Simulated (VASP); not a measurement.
Ge, 4 atoms in the cell. Symmetry: Fd-3m, No. 227, cubic system. Conventional cell: a = 5.676 Å, b = 5.676 Å, c = 5.676 Å, α = 90.00°, β = 90.00°, γ = 90.00°. Ge (site symmetry -43m) has 4 Ge at 2.46 Å within 3.2 Å. 

- Program: VASP 6.6.1
- Task: single point
- Functional: PBEsol
- Potentials or basis: VASP PAW PBE potentials, release 64 (Ge_d)
- Cutoff: 520 eV
- k mesh: 8 × 8 × 6
- Occupations: fermi-dirac, width 0.02 eV
- Spin: no spin polarisation
- Dipole correction: no
- Further INCAR settings: ALGO = Normal; EDIFF = 1e-06; NBANDS = 36

Potentials or basis: VASP PAW PBE potentials, release 64 (Ge_d).

The run is started by

```sh
$ cat potpaw_PBE.64/Ge_d/POTCAR > POTCAR
$ mpirun -np 1 vasp_std > vasp.out
```

Hardware: 1 thread of Intel Xeon 8259CL (shared host).

Task: Estimate the wall time of this run.

Result: Run time: 3.3 min on 1 thread of Intel Xeon 8259CL, with other jobs on the host, peak memory 0.27 GiB. Counts: scf iterations 12, k points 60.
